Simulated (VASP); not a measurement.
A run of VASP 6.6.1 is set up as follows.

Contents of INCAR:

```
SYSTEM = Fe
  PREC = Accurate
  ENCUT = 520
  EDIFF = 1E-6
  ISMEAR = 0
  SIGMA = 0.15
  LREAL = .FALSE.
  LASPH = .TRUE.
  NELM = 150
  ALGO = Fast
  ISIF = 2
  LWAVE = .FALSE.
  LCHARG = .FALSE.
  ISPIN = 2
  MAGMOM = 2.64
  LORBIT = 11
  LMAXMIX = 4
  GGA = PS
  NBANDS = 14
```

Contents of KPOINTS:

```
regular mesh
0
G
  24 24 24
  0 0 0
```

POSCAR

```
Fe
1.0
   -1.3814400000      1.3814400000      1.4965600000
    1.3814400000     -1.3814400000      1.4965600000
    1.3814400000      1.3814400000     -1.4965600000
Fe
1
Direct
    0.0000000000      0.0000000000      0.0000000000
```

Potentials or basis: VASP PAW PBE potentials, release 64 (Fe).

The run is started by

```console
$ cat potpaw_PBE.64/Fe/POTCAR > POTCAR
$ mpirun -np 1 vasp_std > vasp.out
```

(1) Estimate the site moments.

(2) What does it give for the pressure?

(3) Estimate the net moment.

Results:

(1) Fe +2.21 μB.

(2) -9.9 GPa.

(3) 2.22 μB per cell.

Caveat: the cell differs from its parent crystal (strain -0.040 along x and y, +0.040 along z); the stress differs along the axes, from -15 to -7 GPa; the PAW data sets were made with another functional, which shifts forces and pressure a little.
